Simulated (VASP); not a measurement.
Be3H:

```
Be H
1.0
     4.45805    0.00000    0.00000
    -2.22903    3.86079    0.00000
     0.00000    0.00000    4.09501
Be H
6 2
Direct
  0.03530 0.25000 0.15831
  0.75000 0.78530 0.15831
  0.21470 0.96470 0.15831
  0.78530 0.03530 0.84169
  0.25000 0.21470 0.84169
  0.96470 0.75000 0.84169
  0.33333 0.66667 0.04759
  0.66667 0.33333 0.95241
```

| Quantity | Value |
| --- | --- |
| Program | VASP 6.6.1 |
| Task | relaxation of cell and atoms |
| Functional | PBE |
| Potentials or basis | VASP PAW PBE potentials, release 64 (Be, H) |
| Cutoff | 600 eV |
| k mesh | 6 × 6 × 4 |
| Occupations | gaussian, width 0.1 eV |
| Spin | no spin polarisation |

At the start: pressure 34.6 GPa; volume 8.81 Å³/atom.

**Question.** Where does the relaxation end?

**Answer.** Over 21 steps the energy falls by 1190.2 meV/atom and the volume is 7.38 Å³/atom (-16.2 %); space group P-3 (No. 147, to 0.05 Å).

The path:
```
step  energy change (eV)  largest force (eV/Å)  pressure (GPa)  volume (Å³)
   1              0.0000                8.8884           34.62        70.48
   2             -6.0557                0.5286          -20.03        91.73
   3             -6.6861                0.8362          -12.86        83.19
   4             -7.5817                0.9803          -10.49        74.85
   5             -8.6670                1.3593            5.45        58.06
   6             -9.1851                0.8323            8.62        55.03
   7             -9.2377                0.6424           11.21        53.77
   8             -9.4629                0.2584            3.33        56.97
   9             -9.4822                0.1917            0.42        58.43
  10             -9.4823                0.1798            0.60        58.33
  11             -9.4923                0.1191           -0.01        58.65
  12             -9.4984                0.1079           -0.92        59.16
  13             -9.5055                0.0892           -0.47        58.92
  14             -9.5105                0.0575            0.31        58.51
  15             -9.5106                0.0552            0.40        58.46
  16             -9.5136                0.0457            0.18        58.61
  17             -9.5153                0.0645           -0.15        58.84
  18             -9.5168                0.0543            0.12        58.79
  19             -9.5171                0.0486            0.26        58.77
  20             -9.5183                0.0457            0.31        58.84
  21             -9.5215                0.0390            0.43        59.06
```

Final structure:
```
Be H
1.0
     4.36731    0.00000    0.00000
    -2.18365    3.78220    0.00000
     0.00000    0.00000    3.57522
Be H
6 2
Direct
  0.06767 0.33593 0.26063
  0.66407 0.73174 0.26063
  0.26826 0.93233 0.26063
  0.73174 0.06767 0.73937
  0.33593 0.26826 0.73937
  0.93233 0.66407 0.73937
  0.33333 0.66667 0.03810
  0.66667 0.33333 0.96190
```

Caveat: the k points lie up to 0.44 Å⁻¹ apart in the final cell; the volume moved by over 15 % at a fixed basis, so the end points are rough.
